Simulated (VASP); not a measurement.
# SiC (Moissanite) (P6_3mc) in VASP: settings compared

SiC (Moissanite) is run at these levels: revPBE+D3(BJ), PBE+D4, PBE; tasks: single point, relaxation of cell and atoms.

All numbers are computed with VASP 6.6.1; they aren't measurements. Logs are shortened: lines on timing, memory, paths and dates and some standing lists are left out, and cuts for length are marked.

**1. The cell of the first run**

Symmetry: P6_3mc, No. 186, hexagonal system. The conventional cell has a = 3.059 Å, b = 3.059 Å, c = 5.021 Å, α = 90.00°, β = 90.00°, γ = 120.00°. Si (site symmetry 3m) has 4 C at 1.87 to 1.89 Å within 2.5 Å. C (site symmetry 3m) has 4 Si at 1.87 to 1.89 Å within 2.5 Å.

**2. Single point, revPBE+D3(BJ)**

File INCAR:

```
  ALGO = Normal
  EDIFF = 1E-7
  ENCUT = 520
  GGA = RE
  ISIF = 2
  ISMEAR = 0
  IVDW = 12
  LASPH = True
  LCHARG = False
  LREAL = False
  LWAVE = False
  NBANDS = 16
  NELM = 100
  PREC = Accurate
  SIGMA = 0.01
```

File KPOINTS:

```
k-points
0
Gamma
  12 12 4
```

File POSCAR:

```
SiC
1.0
    3.0594324328      0.0000000000      0.0000000000
   -1.5297162164      2.6495462080      0.0000000000
    0.0000000000      0.0000000000      5.0207095113
Si C
2 2
Direct
    0.3333333333      0.6666666667      0.0046304373
    0.6666666667      0.3333333333      0.5046304373
    0.3333333333      0.6666666667      0.3803695627
    0.6666666667      0.3333333333      0.8803695627
```

Potentials or basis: VASP PAW PBE potentials, release 64 (Si, C).

Run with:

```console
$ cat potpaw_PBE.64/Si/POTCAR potpaw_PBE.64/C/POTCAR > POTCAR
$ mpirun -np 1 vasp_std > vasp.out
```

OUTCAR:

```text
EDIFF = 1E-7
   ENCUT = 520
   GGA = RE
   ISIF = 2
   ISMEAR = 0
   IVDW = 12
   LASPH = True
   LREAL = False
   NELM = 100
   PREC = Accurate
 IVDW          = 12

 ion  position               nearest neighbor table
   1  0.333  0.667  0.005-   4 1.87   4 1.87   4 1.87   3 1.89   2 3.07   2 3.07   2 3.07   2 3.07
                             2 3.07   2 3.07
   2  0.667  0.333  0.505-   3 1.87   3 1.87   3 1.87   4 1.89   1 3.07   1 3.07   1 3.07   1 3.07
                             1 3.07   1 3.07
   3  0.333  0.667  0.380-   2 1.87   2 1.87   2 1.87   1 1.89
   4  0.667  0.333  0.880-   1 1.87   1 1.87   1 1.87   2 1.89

  LATTYP: Found a hexagonal cell.
 ALAT       =     3.0594324328
 C/A-ratio  =     1.6410591250

  Lattice vectors:

 A1 = (   3.0594324328,   0.0000000000,   0.0000000000)
 A2 = (  -1.5297162164,   2.6495462080,   0.0000000000)
 A3 = (   0.0000000000,   0.0000000000,   5.0207095113)

Analysis of symmetry for initial positions (statically):
=====================================================================
 Subroutine PRICEL returns:
 Original cell was already a primitive cell.

 Routine SETGRP: Setting up the symmetry group for a
 hexagonal supercell.

 Subroutine GETGRP returns: Found 12 space group operations
 (whereof  6 operations were pure point group operations)
 out of a pool of 24 trial point group operations.

The static configuration has the point symmetry C_3v.
 The point group associated with its full space group is C_6v.

Analysis of symmetry for dynamics (positions and initial velocities):
=====================================================================
 Subroutine PRICEL returns:
 Original cell was already a primitive cell.

 Routine SETGRP: Setting up the symmetry group for a
 hexagonal supercell.

 Subroutine GETGRP returns: Found 12 space group operations
 (whereof  6 operations were pure point group operations)
 out of a pool of 24 trial point group operations.

The dynamic configuration has the point symmetry C_3v.
 The point group associated with its full space group is C_6v.

 Subroutine INISYM returns: Found 12 space group operations
 (whereof  6 operations are pure point group operations),
 and found     1 'primitive' translations

----------------------------------------------------------------------------------------

                                     Primitive cell

  volume of cell :      40.6984

  direct lattice vectors                    reciprocal lattice vectors
     3.059432433  0.000000000  0.000000000     0.326858011  0.188711561  0.000000000
    -1.529716216  2.649546208  0.000000000     0.000000000  0.377423121  0.000000000
     0.000000000  0.000000000  5.020709511     0.000000000  0.000000000  0.199175036

  length of vectors
     3.059432433  3.059432433  5.020709511     0.377423121  0.377423121  0.199175036

  position of ions in fractional coordinates (direct lattice)
     0.333333333  0.666666667  0.004630437
     0.666666667  0.333333333  0.504630437
     0.333333333  0.666666667  0.380369563
     0.666666667  0.333333333  0.880369563

  ion indices of the primitive-cell ions
   primitive index   ion index
                 1           1
                 2           2
                 3           3
                 4           4

----------------------------------------------------------------------------------------

 KPOINTS: k-points

Automatic generation of k-mesh.
 Grid dimensions read from file:
 generate k-points for:   12   12    4

 Generating k-lattice:

  Cartesian coordinates                     Fractional coordinates (reciprocal lattice)
     0.027238168  0.015725963  0.000000000     0.083333333 -0.000000000  0.000000000
     0.000000000  0.031451927  0.000000000     0.000000000  0.083333333  0.000000000
     0.000000000  0.000000000  0.049793759     0.000000000  0.000000000  0.250000000

  Length of vectors
     0.031451927  0.031451927  0.049793759

  Shift w.r.t. Gamma in fractional coordinates (k-lattice)
     0.000000000  0.000000000  0.000000000

 Subroutine IBZKPT returns following result:
 ===========================================

 Found     57 irreducible k-points:

 Following reciprocal coordinates:
            Coordinates               Weight
  0.000000  0.000000  0.000000      1.000000
  0.083333  0.000000  0.000000      6.000000
  0.166667  0.000000  0.000000      6.000000
  0.250000 -0.000000  0.000000      6.000000
  0.333333 -0.000000  0.000000      6.000000
  0.416667  0.000000  0.000000      6.000000
[... 16 lines left out ...]
  0.250000 -0.000000  0.250000     12.000000
  0.333333 -0.000000  0.250000     12.000000
 [... further k-points ...]
   k-points           NKPTS =     57   k-points in BZ     NKDIM =     57   number of bands    NBANDS=     16
   number of dos      NEDOS =    301   number of ions     NIONS =      4
   total plane-waves  NPLWV =  23040
   dimension x,y,z NGX =    24 NGY =   24 NGZ =   40
   dimension x,y,z NGXF=    48 NGYF=   48 NGZF=   80
   ions per type =               2   2
   NGX,Y,Z   is equivalent  to a cutoff of  13.04, 13.04, 13.24 a.u.
   NGXF,Y,Z  is equivalent  to a cutoff of  26.08, 26.08, 26.49 a.u.
 SYSTEM =  unknown system
   PREC   = accura    normal or accurate (medium, high low for compatibility)
   ISTART =      0    job   : 0-new  1-cont  2-samecut
   ICHARG =      2    charge: 1-file 2-atom 10-const
   ISPIN  =      1    spin polarized calculation?
   LNONCOLLINEAR =      F non collinear calculations
   LSORBIT =      F    spin-orbit coupling
   LASPH  =      T    aspherical Exc in radial PAW
   ENCUT  =  520.0 eV  38.22 Ry    6.18 a.u.   5.69  5.69  9.34*2*pi/ulx,y,z
   NELM   =    100;   NELMIN=  2; NELMDL= -5     # of ELM steps
   EDIFF  = 0.1E-06   stopping-criterion for ELM
   LREAL  =      F    real-space projection
   EDIFFG = 0.1E-05   stopping-criterion for IOM
   NSW    =      0    number of steps for IOM
   IBRION =     -1    ionic relax: 0-MD 1-quasi-New 2-CG
   NFREE  =      0    steps in history (QN), initial steepest desc. (CG)
   ISIF   =      2    stress and relaxation
   ISYM   =      2    0-nonsym 1-usesym 2-fastsym
   POTIM  = 0.5000    time-step for ionic-motion
   TEBEG  =    0.0;   TEEND  =   0.0 temperature during run
   PSTRESS=    0.0 pullay stress
   NELECT =      16.0000    total number of electrons
   NUPDOWN=      -1.0000    fix difference up-down
   EMIN   =  10.00;   EMAX   =-10.00  energy-range for DOS
   EFERMI =   0.00;   METHOD = LEGACY
   ISMEAR =     0;   SIGMA  =   0.01  broadening in eV -4-tet -1-fermi 0-gaus
   EFERMI_NEDOS =   21; number of points for ismear=-14 and -15
   IALGO  =     38    algorithm
   IMIX   =      4    mixing-type and parameters
     AMIX     =   0.40;   BMIX     =  1.00
     AMIX_MAG =   1.60;   BMIX_MAG =  1.00
  volume/ion in A,a.u.               =      10.17        68.66
  Fermi-wavevector in a.u.,A,eV,Ry     =   1.199285  2.266320 19.569043  1.438284
  Thomas-Fermi vector in A             =   2.335152
   LORBIT       =      0    0 simple, 1 ext, 2 COOP (PROOUT), +10 PAW based schemes
   GGA     = RE    functional components
   LHFCALC =     F    Hartree Fock is set to
   AEXX    =    0.0000 exact exchange contribution
   IVDW    =    12    specifies the selected vdW correction
   LEPSILON=     F    determine dielectric tensor
   LRPA    =     F    only Hartree local field effects (RPA)
 non-spin polarized calculation
 Gauss-broadening in eV      SIGMA  =   0.01
  energy-cutoff  :      520.00
  volume of cell :       40.70
 maximum number of plane-waves:      1112
 NGX is ok and might be reduce to    24
   NGX = 11   NGY = 11   NGZ = 19

 number of electron      15.9999999 magnetization

 Free energy of the ion-electron system (eV)
  ---------------------------------------------------
  ext. energy  EPLUGINS =         0.00000000
  ---------------------------------------------------
  free energy    TOTEN  =       -28.84273216 eV

  energy without entropy =      -28.84273216  energy(sigma->0) =      -28.84273216

 E-fermi :   8.5850     XC(G=0): -11.3753

 val. band max:        8.5131227256   @ k =   0.0000   0.0000   0.0000
 cond. band min:      10.7819972405   @ k =   0.3333   0.3333   0.0000
 fundamental gap:      2.2688745149
 Fermi energy:         8.5850492942

 k-point     1 :       0.0000    0.0000    0.0000
  band No.  band energies     occupation
      1      -7.2026      2.00000
      2      -3.5883      2.00000
      3      -0.2684      2.00000
      4       7.1917      2.00000
      5       7.1917      2.00000
      6       8.3987      2.00000
[... 8 lines left out ...]
     15      17.6069      0.00000
     16      20.0110      0.00000

 k-point     2 :       0.0833    0.0000    0.0000
  band No.  band energies     occupation
      1      -7.0806      2.00000
      2      -3.4846      2.00000
      3      -0.1552      2.00000
      4       6.5042      2.00000
      5       6.9777      2.00000
      6       8.0512      2.00000
[... 8 lines left out ...]
     15      17.9087      0.00000
     16      18.9686      0.00000

 k-point     3 :       0.1667    0.0000    0.0000
  band No.  band energies     occupation
      1      -6.7180      2.00000
      2      -3.1826      2.00000
      3       0.1758      2.00000
      4       5.0030      2.00000
      5       6.4948      2.00000
      6       6.9352      2.00000
[... 8 lines left out ...]
     15      18.1699      0.00000
     16      18.5296      0.00000

 k-point     4 :       0.2500   -0.0000    0.0000
  band No.  band energies     occupation
      1      -6.1260      2.00000
      2      -2.7206      2.00000
      3       0.6807      2.00000
      4       3.3591      2.00000
      5       5.5435      2.00000
      6       5.9715      2.00000
[... 8 lines left out ...]
     15      18.7033      0.00000
     16      19.4192      0.00000

 k-point     5 :       0.3333   -0.0000    0.0000
  band No.  band energies     occupation
      1      -5.3328      2.00000
      2      -2.2234      2.00000
      3       1.0476      2.00000
      4       2.2180      2.00000
      5       4.1255      2.00000
      6       5.5391      2.00000
[... 8 lines left out ...]
     15      19.5901      0.00000
     16      20.8170      0.00000

 k-point     6 :       0.4167    0.0000    0.0000
  band No.  band energies     occupation
      1      -4.4240      2.00000
      2      -2.0854      2.00000
      3       0.6786      2.00000
      4       2.5186      2.00000
      5       2.9187      2.00000
      6       5.2609      2.00000
[... 8 lines left out ...]
     15      19.7809      0.00000
     16      20.9451      0.00000
[... 267 lines left out ...]
 k-point    21 :       0.0833    0.0000    0.2500
  band No.  band energies     occupation
      1      -6.7732      2.00000
      2      -4.5088      2.00000
      3       1.3547      2.00000
      4       6.6902      2.00000
      5       6.8116      2.00000
      6       7.1593      2.00000
[... 8 lines left out ...]
     15      17.3041      0.00000
     16      19.4899      0.00000

 k-point    22 :       0.1667    0.0000    0.2500
  band No.  band energies     occupation
      1      -6.4131      2.00000
      2      -4.1780      2.00000
      3       1.6092      2.00000
      4       5.2764      2.00000
      5       6.1209      2.00000
      6       6.6981      2.00000
[... 8 lines left out ...]
     15      18.1689      0.00000
     16      19.2995      0.00000

 k-point    23 :       0.2500   -0.0000    0.2500
  band No.  band energies     occupation
      1      -5.8262      2.00000
      2      -3.6525      2.00000
      3       1.8462      2.00000
      4       3.8373      2.00000
      5       4.7780      2.00000
      6       6.1909      2.00000
[... 8 lines left out ...]
     15      19.2761      0.00000
     16      19.7840      0.00000

 k-point    24 :       0.3333   -0.0000    0.2500
  band No.  band energies     occupation
      1      -5.0427      2.00000
      2      -3.0038      2.00000
      3       1.2902      2.00000
      4       3.1823      2.00000
      5       3.5713      2.00000
      6       5.7682      2.00000
[... 8 lines left out ...]
     15      20.2928      0.00000
     16      20.4810      0.00000

 [... further k-points ...]

------------------------ aborting loop because EDIFF is reached ----------------------------------------

 Edisp (eV)   -2.43378

 E8    (eV) :    -1.5935

  FORCE on cell =-STRESS in cart. coord.  units (eV):
  Direction    XX          YY          ZZ          XY          YZ          ZX
  --------------------------------------------------------------------------------------
  -------------------------------------------------------------------------------------
  Total      -0.10843    -0.10843    -0.10781    -0.00000     0.00000     0.00000
  in kB      -4.26841    -4.26841    -4.24432    -0.00000     0.00000     0.00000
  external pressure =       -4.26 kB  Pullay stress =        0.00 kB

 VOLUME and BASIS-vectors are now :
 -----------------------------------------------------------------------------
  energy-cutoff  :      520.00
  volume of cell :       40.70
      direct lattice vectors                 reciprocal lattice vectors
     3.059432433  0.000000000  0.000000000     0.326858011  0.188711561  0.000000000
    -1.529716216  2.649546208  0.000000000     0.000000000  0.377423121  0.000000000
     0.000000000  0.000000000  5.020709511     0.000000000  0.000000000  0.199175036

 POSITION                                       TOTAL-FORCE (eV/Angst)
 -----------------------------------------------------------------------------------
     -0.00000      1.76636      0.02325        -0.000000      0.000000     -0.000845
      1.52972      0.88318      2.53360         0.000000     -0.000000     -0.000845
     -0.00000      1.76636      1.90973         0.000000     -0.000000      0.000845
      1.52972      0.88318      4.42008        -0.000000      0.000000      0.000845
 -----------------------------------------------------------------------------------
    total drift:                               -0.000000      0.000000     -0.000097

  FREE ENERGIE OF THE ION-ELECTRON SYSTEM (eV)
  ---------------------------------------------------
  free  energy   TOTEN  =       -31.2765156020 eV

  energy  without entropy=      -31.2765156020  energy(sigma->0) =      -31.27651560
```

Run time: 22 s. Hardware: 1 thread of AMD EPYC 9R45 (Zen 5), shared host; peak memory 0.15 GiB.

What came out:

* Free energy: -31.2765 eV
* Pressure: -0.4 GPa
* Band gap on the k mesh: 2.27 eV, indirect (least direct gap 4.02 eV)
* Dispersion energy per atom: -0.608 eV

Levels at points of the mesh, in eV from the valence-band top:
| k point | band 6 | band 7 | band 8 | band 9 | band 10 | band 11 |
| --- | --- | --- | --- | --- | --- | --- |
| (0.00, 0.00, 0.00) | -0.11 | 0.00 | 0.00 | 4.97 | 6.40 | 6.79 |
| (0.50, 0.00, 0.00) | -3.35 | -3.32 | -1.19 | 2.83 | 4.25 | 7.04 |
| (0.00, 0.00, 0.50) | -0.71 | -0.71 | -0.71 | 6.07 | 6.07 | 7.46 |
| (0.50, 0.00, 0.50) | -2.46 | -2.34 | -2.34 | 3.34 | 3.34 | 5.36 |

Caveat: the PAW data sets were made with another functional, which shifts forces and pressure a little.

**3. Single point, PBE+D4**

This run uses another cell than the first one, of 10.30 Å³/atom, 1.013 times its volume.

File INCAR:

```
SYSTEM = SiC
PREC = Accurate ; ENCUT = 520
EDIFF = 1E-6 ; ISMEAR = 0
SIGMA = 0.01 ; LREAL = .FALSE.
LASPH = .TRUE. ; NELM = 60
ALGO = Normal ; ISIF = 2
LWAVE = .FALSE. ; LCHARG = .FALSE.
GGA = PE ; IVDW = 13
NBANDS = 16
```

File KPOINTS:

```
Automatic mesh
0
G
  12 12 4
  0 0 0
```

File POSCAR:

```
SiC
1.0
    3.0722368964      0.0000000000      0.0000000000
   -1.5361184482      2.6606351987      0.0000000000
    0.0000000000      0.0000000000      5.0416608313
Si C
2 2
Direct
    0.3333333333      0.6666666667      0.0045845843
    0.6666666667      0.3333333333      0.5045845843
    0.3333333333      0.6666666667      0.3804154157
    0.6666666667      0.3333333333      0.8804154157
```

Potentials or basis: VASP PAW PBE potentials, release 64 (Si, C).

Run with:

```console
$ cat potpaw_PBE.64/Si/POTCAR potpaw_PBE.64/C/POTCAR > POTCAR
$ mpirun -np 1 vasp_std > vasp.out
```

Run time: 20 s. Hardware: 1 thread of AMD EPYC 9R45 (Zen 5), shared host; peak memory 0.14 GiB.

Results (log left out):

```
Free energy                : -31.4199 eV
Pressure                   : -0.1 GPa
Band gap on the k mesh     : 2.27 eV, indirect (least direct gap 3.98 eV)
Dispersion energy per atom : -0.330 eV
```

Levels at points of the mesh, in eV from the valence-band top:
```tsv
k point	band 5	band 6	band 7	band 8	band 9	band 10	band 11	band 12
(0.00, 0.00, 0.00)	-1.32	-0.11	0.00	0.00	4.83	6.25	6.69	6.69
(0.50, 0.00, 0.00)	-5.44	-3.33	-3.30	-1.20	2.78	4.23	6.91	7.14
(0.00, 0.00, 0.50)	-0.71	-0.71	-0.71	-0.71	5.93	5.93	7.37	7.37
(0.50, 0.00, 0.50)	-2.45	-2.45	-2.33	-2.33	3.29	3.29	5.27	5.27
```

A k mesh can miss the band edges.

(Part 1 of 2 ends here.)
